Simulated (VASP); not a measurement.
Input of a VASP 6.6.1 run:

Contents of INCAR:

```
SYSTEM = Os
PREC = Accurate ; ENCUT = 560
EDIFF = 1E-6 ; ISMEAR = 0
SIGMA = 0.1 ; LREAL = .False.
LASPH = .True. ; NELM = 120
ALGO = Normal ; ISIF = 2
LWAVE = .False. ; LCHARG = .False.
GGA = PE ; NBANDS = 31
GGA_COMPAT = .False.
```

File KPOINTS:

```
regular mesh
0
Gamma
  6 6 6
  0 0 0
```

The input POSCAR:

```
Os
1.0
    4.3235123560      0.0000000000      0.0000000000
   -2.1617561780      3.7442715339      0.0000000000
    0.0000000000      0.0000000000      2.7261417657
Os
3
Direct
    0.0000000000      0.0000000000      0.0000000000
    0.3333333333      0.6666666667      0.5000000000
    0.6666666667      0.3333333333      0.5000000000
```

Potentials or basis: VASP PAW PBE potentials, release 64 (Os_sv_GW).

The run is started by

```bash
$ cat potpaw_PBE.64/Os_sv_GW/POTCAR > POTCAR
$ mpirun -np 1 vasp_std > vasp.out
```

Question: Estimate the band gap on the k mesh.

Answer: Zero (bands 24 and 25 overlap by 2.80 eV).

Question: What does it give for the pressure?

Answer: -1.3 GPa.

Caveat: the k points lie up to 0.38 Å⁻¹ apart, too coarse for converged energies and pressures of a metal; spin-orbit coupling is left out, which moves the levels of the heavy elements.
